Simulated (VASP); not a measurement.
# Cr (P6_3/mmc) in VASP: further runs

Runs on Cr. Level: PBE. Tasks: single point.

All numbers are computed with VASP 6.6.1; they aren't measurements. Logs are shortened: lines on timing, memory, paths and dates and some standing lists are left out, and cuts for length are marked.

### 1 The cell of the first run

It takes space group P6_3/mmc (No. 194, hexagonal). Conventional cell: a = 2.714 Å, b = 2.714 Å, c = 4.410 Å, α = 90.00°, β = 90.00°, γ = 120.00°. Cr (site symmetry -6m2) has 12 Cr at 2.71 Å within 3.6 Å.

This isn't the form of Cr at room conditions, which is bcc.

### 2 Single point, PBE, non-collinear spin, typed start

File INCAR:

```
SYSTEM = Cr
  ALGO = Normal
  EDIFF = 1E-6
  ENCUT = 520
  GGA = PE
  ISIF = 2
  ISMEAR = -1
  LASPH = .TRUE.
  LCHARG = .FALSE.
  LMAXMIX = 4
  LNONCOLLINEAR = .TRUE.
  LORBIT = 11
  LREAL = .FALSE.
  LWAVE = .FALSE.
  MAGMOM = -0.111 -1.129 -0.111 -0.449 -0.581 2.095
  NBANDS = 36
  NELM = 150
  PREC = Accurate
  SIGMA = 0.05
```

File KPOINTS:

```
k-points
0
G
  8 8 5
  0 0 0
```

File POSCAR:

```
Cr
1.0
    2.7140000000      0.0000000000      0.0000000000
   -1.3570000000      2.3503929459      0.0000000000
    0.0000000000      0.0000000000      4.4100000000
Cr
2
Direct
    0.6666666667      0.3333333333      0.7500000000
    0.3333333333      0.6666666667      0.2500000000
```

Potentials or basis: VASP PAW PBE potentials, release 64 (Cr_pv).

On the command line:

```console
$ cat potpaw_PBE.64/Cr_pv/POTCAR > POTCAR
$ mpirun -np 1 vasp_ncl > vasp.out
```

OUTCAR:

```text
SYSTEM = Cr
   EDIFF = 1E-6
   ENCUT = 520
   GGA = PE
   ISIF = 2
   ISMEAR = -1
   LASPH = .TRUE.
   LNONCOLLINEAR = .TRUE.
   LORBIT = 11
   LREAL = .FALSE.
   NELM = 150
   PREC = Accurate

 ion  position               nearest neighbor table
   1  0.667  0.333  0.750-   2 2.71   2 2.71   2 2.71   2 2.71   2 2.71   2 2.71
   2  0.333  0.667  0.250-   1 2.71   1 2.71   1 2.71   1 2.71   1 2.71   1 2.71

  LATTYP: Found a hexagonal cell.
 ALAT       =     2.7140000000
 C/A-ratio  =     1.6249078850

  Lattice vectors:

 A1 = (   2.7140000000,   0.0000000000,   0.0000000000)
 A2 = (  -1.3570000000,   2.3503929459,   0.0000000000)
 A3 = (   0.0000000000,   0.0000000000,   4.4100000000)

Analysis of symmetry for initial positions (statically):
=====================================================================
 Subroutine PRICEL returns:
 Original cell was already a primitive cell.

 Routine SETGRP: Setting up the symmetry group for a
 hexagonal supercell.

 Subroutine GETGRP returns: Found 24 space group operations
 (whereof 12 operations were pure point group operations)
 out of a pool of 24 trial point group operations.

The static configuration has the point symmetry D_3d.
 The point group associated with its full space group is D_6h.

Analysis of symmetry for dynamics (positions and initial velocities):
=====================================================================
 Subroutine PRICEL returns:
 Original cell was already a primitive cell.

 Routine SETGRP: Setting up the symmetry group for a
 hexagonal supercell.

 Subroutine GETGRP returns: Found 24 space group operations
 (whereof 12 operations were pure point group operations)
 out of a pool of 24 trial point group operations.

The dynamic configuration has the point symmetry D_3d.
 The point group associated with its full space group is D_6h.

Analysis of structural, dynamic, and magnetic symmetry:
=====================================================================
 Subroutine PRICEL returns:
 Original cell was already a primitive cell.

 Routine SETGRP: Setting up the symmetry group for a
 hexagonal supercell.

 Subroutine GETGRP returns: Found  1 space group operations
 (whereof  1 operations were pure point group operations)
 out of a pool of 24 trial point group operations.

The overall configuration has the point symmetry C_1 .

 Subroutine INISYM returns: Found  1 space group operations
 (whereof  1 operations are pure point group operations),
 and found     1 'primitive' translations

----------------------------------------------------------------------------------------

                                     Primitive cell

  volume of cell :      28.1312

  direct lattice vectors                    reciprocal lattice vectors
     2.714000000  0.000000000  0.000000000     0.368459838  0.212730387  0.000000000
    -1.357000000  2.350392946  0.000000000     0.000000000  0.425460773  0.000000000
     0.000000000  0.000000000  4.410000000     0.000000000  0.000000000  0.226757370

  length of vectors
     2.714000000  2.714000000  4.410000000     0.425460773  0.425460773  0.226757370

  position of ions in fractional coordinates (direct lattice)
     0.666666667  0.333333333  0.750000000
     0.333333333  0.666666667  0.250000000

  ion indices of the primitive-cell ions
   primitive index   ion index
                 1           1
                 2           2

----------------------------------------------------------------------------------------

 KPOINTS: k-points

Automatic generation of k-mesh.
 Grid dimensions read from file:
 generate k-points for:    8    8    5

 Generating k-lattice:

  Cartesian coordinates                     Fractional coordinates (reciprocal lattice)
     0.046057480  0.026591298  0.000000000     0.125000000  0.000000000  0.000000000
     0.000000000  0.053182597  0.000000000     0.000000000  0.125000000  0.000000000
     0.000000000  0.000000000  0.045351474     0.000000000  0.000000000  0.200000000

  Length of vectors
     0.053182597  0.053182597  0.045351474

  Shift w.r.t. Gamma in fractional coordinates (k-lattice)
     0.000000000  0.000000000  0.000000000

 Subroutine IBZKPT returns following result:
 ===========================================

 Found    320 irreducible k-points:

 Following reciprocal coordinates:
            Coordinates               Weight
  0.000000  0.000000  0.000000      1.000000
  0.125000 -0.000000  0.000000      1.000000
 -0.125000  0.000000  0.000000      1.000000
  0.000000  0.125000  0.000000      1.000000
  0.000000 -0.125000  0.000000      1.000000
 -0.125000  0.125000  0.000000      1.000000
[... 16 lines left out ...]
  0.125000  0.125000  0.000000      1.000000
 -0.125000 -0.125000  0.000000      1.000000
 [... further k-points ...]
   k-points           NKPTS =    320   k-points in BZ     NKDIM =    320   number of bands    NBANDS=     36
   number of dos      NEDOS =    301   number of ions     NIONS =      2
   total plane-waves  NPLWV =  14400
   dimension x,y,z NGX =    20 NGY =   20 NGZ =   36
   dimension x,y,z NGXF=    40 NGYF=   40 NGZF=   72
   ions per type =               2
   NGX,Y,Z   is equivalent  to a cutoff of  12.25, 12.25, 13.57 a.u.
   NGXF,Y,Z  is equivalent  to a cutoff of  24.50, 24.50, 27.14 a.u.
 SYSTEM =  Cr
   PREC   = accura    normal or accurate (medium, high low for compatibility)
   ISTART =      0    job   : 0-new  1-cont  2-samecut
   ICHARG =      2    charge: 1-file 2-atom 10-const
   ISPIN  =      1    spin polarized calculation?
   LNONCOLLINEAR =      T non collinear calculations
   LSORBIT =      F    spin-orbit coupling
   LASPH  =      T    aspherical Exc in radial PAW
   ENCUT  =  520.0 eV  38.22 Ry    6.18 a.u.   5.05  5.05  8.20*2*pi/ulx,y,z
   NELM   =    150;   NELMIN=  2; NELMDL= -5     # of ELM steps
   EDIFF  = 0.1E-05   stopping-criterion for ELM
   LREAL  =      F    real-space projection
[... 7 lines left out ...]
   TEBEG  =    0.0;   TEEND  =   0.0 temperature during run
   PSTRESS=    0.0 pullay stress
   NELECT =      24.0000    total number of electrons
   NUPDOWN=      -1.0000    fix difference up-down
   EMIN   =  10.00;   EMAX   =-10.00  energy-range for DOS
   EFERMI =   0.00;   METHOD = LEGACY
   ISMEAR =    -1;   SIGMA  =   0.05  broadening in eV -4-tet -1-fermi 0-gaus
   EFERMI_NEDOS =   21; number of points for ismear=-14 and -15
   IALGO  =     38    algorithm
   IMIX   =      4    mixing-type and parameters
     AMIX     =   0.40;   BMIX     =  1.00
     AMIX_MAG =   1.60;   BMIX_MAG =  1.00
  volume/ion in A,a.u.               =      14.07        94.92
  Fermi-wavevector in a.u.,A,eV,Ry     =   1.552681  2.934142 32.801180  2.410819
  Thomas-Fermi vector in A             =   2.657021
   LORBIT       =     11    0 simple, 1 ext, 2 COOP (PROOUT), +10 PAW based schemes
   GGA     = PE    functional components
   LHFCALC =     F    Hartree Fock is set to
   AEXX    =    0.0000 exact exchange contribution
   IVDW    =     0    specifies the selected vdW correction
   LEPSILON=     F    determine dielectric tensor
   LRPA    =     F    only Hartree local field effects (RPA)
  energy-cutoff  :      520.00
  volume of cell :       28.13
 maximum number of plane-waves:      1552
   NGX = 11   NGY = 11   NGZ = 17

 number of electron      24.0000005 magnetization      -0.4094336     -0.9223263      1.6706817

 Free energy of the ion-electron system (eV)
  ---------------------------------------------------
  ext. energy  EPLUGINS =         0.00000000
  ---------------------------------------------------
  free energy    TOTEN  =       -17.72817818 eV

  energy without entropy =      -17.69871258  energy(sigma->0) =      -17.71344538

 E-fermi :   8.3021     XC(G=0): -12.5400

 val. band max:        8.3000018566   @ k =   0.0000  -0.1250   0.0000
 cond. band min:       8.3100209101   @ k =   0.5000  -0.0000   0.0000
 fundamental gap:      0.0100190535
 Fermi energy:         8.3021034002

 k-point     1 :       0.0000    0.0000    0.0000
  band No.  band energies     occupation
      1     -35.2127      1.00000
      2     -34.9498      1.00000
      3     -34.9497      1.00000
      4     -34.6749      1.00000
      5     -34.6748      1.00000
      6     -34.6671      1.00000
[... 28 lines left out ...]
     35      10.6109      0.00000
     36      10.6109      0.00000

 k-point     2 :       0.1250   -0.0000    0.0000
  band No.  band energies     occupation
      1     -35.1909      1.00000
      2     -35.0025      1.00000
      3     -34.9632      1.00000
      4     -34.7282      1.00000
      5     -34.6863      1.00000
      6     -34.6744      1.00000
[... 28 lines left out ...]
     35      11.2000      0.00000
     36      11.9184      0.00000

 k-point     3 :      -0.1250    0.0000    0.0000
  band No.  band energies     occupation
      1     -35.1909      1.00000
      2     -35.0025      1.00000
      3     -34.9632      1.00000
      4     -34.7282      1.00000
      5     -34.6863      1.00000
      6     -34.6744      1.00000
[... 28 lines left out ...]
     35      11.2000      0.00000
     36      11.9184      0.00000

 k-point     4 :       0.0000    0.1250    0.0000
  band No.  band energies     occupation
      1     -35.1909      1.00000
      2     -35.0025      1.00000
      3     -34.9632      1.00000
      4     -34.7282      1.00000
      5     -34.6863      1.00000
      6     -34.6744      1.00000
[... 28 lines left out ...]
     35      11.2000      0.00000
     36      11.9184      0.00000

 k-point     5 :       0.0000   -0.1250    0.0000
  band No.  band energies     occupation
      1     -35.1909      1.00000
      2     -35.0025      1.00000
      3     -34.9632      1.00000
      4     -34.7282      1.00000
      5     -34.6863      1.00000
      6     -34.6744      1.00000
[... 655 lines left out ...]
 k-point    22 :       0.5000    0.5000    0.0000
  band No.  band energies     occupation
      1     -35.3067      1.00000
      2     -35.0413      1.00000
      3     -35.0387      1.00000
      4     -35.0305      1.00000
      5     -34.7527      1.00000
      6     -34.7414      1.00000
[... 28 lines left out ...]
     35      12.7849      0.00000
     36      13.4070      0.00000

 k-point    23 :       0.1250    0.1250    0.0000
  band No.  band energies     occupation
      1     -35.1517      1.00000
      2     -35.0857      1.00000
      3     -34.9936      1.00000
      4     -34.8109      1.00000
      5     -34.7125      1.00000
      6     -34.6888      1.00000
[... 28 lines left out ...]
     35      12.8364      0.00000
     36      13.4863      0.00000

 k-point    24 :      -0.1250   -0.1250    0.0000
  band No.  band energies     occupation
      1     -35.1517      1.00000
      2     -35.0857      1.00000
      3     -34.9936      1.00000
      4     -34.8109      1.00000
      5     -34.7125      1.00000
      6     -34.6888      1.00000
[... 28 lines left out ...]
     35      12.8364      0.00000
     36      13.4863      0.00000

 [... further k-points ...]
[... 5 lines left out ...]
  --------------------------------------------------------------------------------------
  -------------------------------------------------------------------------------------
  Total       -4.4742338     -4.4738363     -3.9590958      0.0001226      0.0000431      0.0000186
  in kB     -254.8240137   -254.8013700   -225.4850160      0.0069828      0.0024562      0.0010605
  external PRESSURE =    -245.0367999 kB  Pullay stress =       0.0000000 kB

 VOLUME and BASIS-vectors are now :
 -----------------------------------------------------------------------------
  energy-cutoff  :      520.00
  volume of cell :       28.13
      direct lattice vectors                 reciprocal lattice vectors
     2.714000000  0.000000000  0.000000000     0.368459838  0.212730387  0.000000000
    -1.357000000  2.350392946  0.000000000     0.000000000  0.425460773  0.000000000
     0.000000000  0.000000000  4.410000000     0.000000000  0.000000000  0.226757370

 POSITION                                       TOTAL-FORCE (eV/Angst)
 -----------------------------------------------------------------------------------
      1.35700      0.78346      3.30750        -0.000006     -0.000053      0.000011
     -0.00000      1.56693      1.10250         0.000006      0.000053     -0.000011
 -----------------------------------------------------------------------------------
    total drift:                               -0.000030      0.000063     -0.000062

  FREE ENERGIE OF THE ION-ELECTRON SYSTEM (eV)
  ---------------------------------------------------
  free  energy   TOTEN  =       -17.7281781774 eV

  energy  without entropy=      -17.6987125799  energy(sigma->0) =      -17.71344538

 total charge

# of ion       s       p       d       tot
------------------------------------------
    1        0.382   6.276   4.059  10.717
    2        0.382   6.281   4.054  10.717
--------------------------------------------------
tot          0.765  12.557   8.112  21.434

 magnetization (x)

# of ion       s       p       d       tot
------------------------------------------
    1        0.000  -0.004  -0.122  -0.126
    2       -0.001  -0.006  -0.248  -0.255
--------------------------------------------------
tot         -0.001  -0.010  -0.370  -0.381

 magnetization (y)

# of ion       s       p       d       tot
------------------------------------------
    1        0.001  -0.009  -0.281  -0.289
    2       -0.003  -0.013  -0.552  -0.568
--------------------------------------------------
tot         -0.002  -0.022  -0.833  -0.857

 magnetization (z)

# of ion       s       p       d       tot
------------------------------------------
    1       -0.001   0.017   0.504   0.519
    2        0.005   0.024   1.006   1.036
--------------------------------------------------
tot          0.004   0.041   1.510   1.555
```

It took 24 min on 1 thread of Intel Xeon Platinum 8259CL at 2.50GHz (Skylake/Cascade Lake), shared host; peak memory 0.52 GiB.

Results:

```yaml
Free_energy: -17.7282 eV
Pressure: -24.5 GPa
Band_gap_on_the_k_mesh: zero (bands 24 and 25 overlap by 0.91 eV)
Net_moment: 1.95 μB per cell
Valence_electrons_inside_the_program's_atomic_spheres: Cr 10.72
```

Moments on the atoms (μB; x, y, z):
```
Cr  -0.13 -0.29  0.52
Cr  -0.26 -0.57  1.04
```

Caveat: the cell stands under tension.

### 3 Single point, PBE, collinear spin, ferromagnetic start

File INCAR:

```
ALGO = Normal
EDIFF = 1E-6
ENCUT = 700
GGA = PE
GGA_COMPAT = False
ISIF = 2
ISMEAR = -1
ISPIN = 2
LASPH = True
LCHARG = False
LMAXMIX = 4
LORBIT = 11
LREAL = False
LWAVE = False
MAGMOM = 1.5 1.5
NBANDS = 25
NELM = 200
NUPDOWN = 3.0
PREC = Accurate
SIGMA = 0.05
```

File KPOINTS:

```
k-points
0
Gamma
  9 9 5
```

POSCAR is that of step 2.

Potentials or basis: VASP PAW PBE potentials, release 64 (Cr_sv).

On the command line:

```console
$ cat potpaw_PBE.64/Cr_sv/POTCAR > POTCAR
$ mpirun -np 1 vasp_std > vasp.out
```

Wall time 69 s (1 thread of Intel Xeon 6975P-C (Granite Rapids), shared host); peak memory 0.2 GiB.

The run converged. Its results:

| Item | Value |
| --- | --- |
| Free energy | -17.8351 eV |
| Pressure | -20.8 GPa |
| Net moment | 3.00 μB per cell |
| Site moments | Cr +1.26 μB |
| Valence electrons inside the program's atomic spheres | Cr 11.68 |

Stress tensor (GPa, compression positive):
```
-20.13   0.00   0.00
  0.00 -20.13   0.00
  0.00   0.00 -22.00
```

Caveat: the cell stands under tension; the total moment is fixed, so each spin has its own Fermi level and the state may be an excited one.
